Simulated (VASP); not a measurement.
Set up this calculation in VASP 6.6.1, as the native input.

| Item | Value |
| --- | --- |
| Task | single point |
| Functional | PBE |
| Potentials or basis | VASP PAW PBE potentials, release 64 (Al, In_d, N) |
| Cutoff | 600 eV |
| k mesh | 4 × 4 × 4 |
| Occupations | gaussian, width 0.1 eV |
| Spin | no spin polarisation |
| Dipole correction | no |
| Further INCAR settings | ALGO = Normal; EDIFF = 1e-06; NBANDS = 46 |

The structure of Al2InN3 lies in POSCAR:

```
Al2InN3
1.0
   -3.2548364257      3.2574040891     -0.0011952918
    3.2543350729      3.2569090956      0.0013474666
    1.6247018095     -1.6288619589     -6.9376476992
Al In N
4 2 6
Direct
    0.8251793913      0.5000615742      0.6504207351
    0.3251683253      1.0000657735      0.6504058471
    0.6748612578     -0.0000329128      0.3496448911
    0.1748508359      0.4999661316      0.3496305711
    0.4998773150      0.5000892017      0.0000528245
   -0.0001248917      0.0000953305      0.0000531285
    0.3515203890      0.2498496758      0.2028434790
    0.8514991622      0.7498679074      0.2028399123
    0.6485485482      0.2500244485      0.7970856750
    0.1485638389      0.7500476723      0.7970899666
    1.0000282874      0.2499851879      0.4999661312
    0.5000275407      0.7499800092      0.4999668386
```

One way to write it, as run:

INCAR

```
  PREC = Accurate
  ENCUT = 600
  EDIFF = 1E-6
  ISMEAR = 0
  SIGMA = 0.1
  LREAL = False
  LASPH = True
  NELM = 120
  ALGO = Normal
  ISIF = 2
  LWAVE = False
  LCHARG = False
  GGA = PE
  NBANDS = 46
  GGA_COMPAT = False
```

KPOINTS

```
regular mesh
0
Gamma
  4 4 4
```

Potentials or basis: VASP PAW PBE potentials, release 64 (Al, In_d, N).

The run is started by

```bash
$ cat potpaw_PBE.64/Al/POTCAR potpaw_PBE.64/In_d/POTCAR potpaw_PBE.64/N/POTCAR > POTCAR
$ mpirun -np 1 vasp_std > vasp.out
```

Results of the run:

```
Pressure               : -0.2 GPa
Largest force          : 0.029 eV/Å
Band gap on the k mesh : 1.63 eV
```

Caveat: spin-orbit coupling is left out, which moves the levels of the heavy elements.

It took 8.3 min on 1 thread of Oxide Virtual Turin-like Processor, with other jobs on the host, peak memory 0.4 GiB.
